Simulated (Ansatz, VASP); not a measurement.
## One calculation of TiN, two programs

Contents of INCAR:

```
SYSTEM = TiN
ALGO = Normal ; EDIFF = 1E-6
ENCUT = 520 ; GGA = CA
ISIF = 2 ; ISMEAR = 0
ISPIN = 2 ; LASPH = .True.
LCHARG = .False. ; LMAXMIX = 4
LORBIT = 11 ; LREAL = .False.
LWAVE = .False. ; MAGMOM = 1 0
NBANDS = 20 ; NELM = 150
PREC = Accurate ; SIGMA = 0.1
```

File KPOINTS:

```
k-points
0
Gamma
  8 8 8
  0 0 0
```

POSCAR

```
TiN
1.0
    0.0000000000      2.1206234500      2.1206234500
    2.1206234500      0.0000000000      2.1206234500
    2.1206234500      2.1206234500      0.0000000000
Ti N
1 1
Direct
    0.0000000000      0.0000000000      0.0000000000
    0.5000000000      0.5000000000      0.5000000000
```

Input for Ansatz:

```yaml
crystal:
  lattice:
    - [0.0, 2.12062345, 2.12062345]
    - [2.12062345, 0.0, 2.12062345]
    - [2.12062345, 2.12062345, 0.0]
  atoms:
    - { symbol: Ti, position: [0.0, 0.0, 0.0], spin: 1.0 }
    - { symbol: "N", position: [0.5, 0.5, 0.5] }
basis:
  ecutwfc: 420
kpoints:
  mp_grid: { grid: [8, 8, 8] }
hamiltonian:
  xc: lda
scf:
  occupations: { method: gaussian, width: 0.1 }
  lower_state_search: "off"
output:
  forces: true
  stress: true
  eigenvalues: true
  populations: true
magnetization:
  spin_polarized: true
```

Alike in both runs: task single point; functional LDA; k mesh 8 × 8 × 8; occupations gaussian, width 0.1 eV; collinear spin.

```csv
,VASP,Ansatz
version,VASP 6.6.1,Ansatz 0.2.0
potentials or method,"VASP PAW LDA potentials, release 64 (Ti_sv, N), cutoff 520 eV","scalar-relativistic, plane waves, PAW"
valence electrons in the cell,17,17
```

VASP gave:

* gap on the k mesh at the Fermi level (eV): none
* pressure (GPa): -13.2
* net moment per atom (μB): 0.00

Q: Which values does Ansatz return?

A: gap on the k mesh at the Fermi level (eV): none; pressure (GPa): -14.1; net moment per atom (μB): 0.00.

LDA's correlation is that of Perdew and Zunger in VASP and of Perdew and Wang (1992) in Ansatz. A gap of «none» marks a metal or a gap that the smearing closes. Ansatz's warnings: seeded moment not kept.
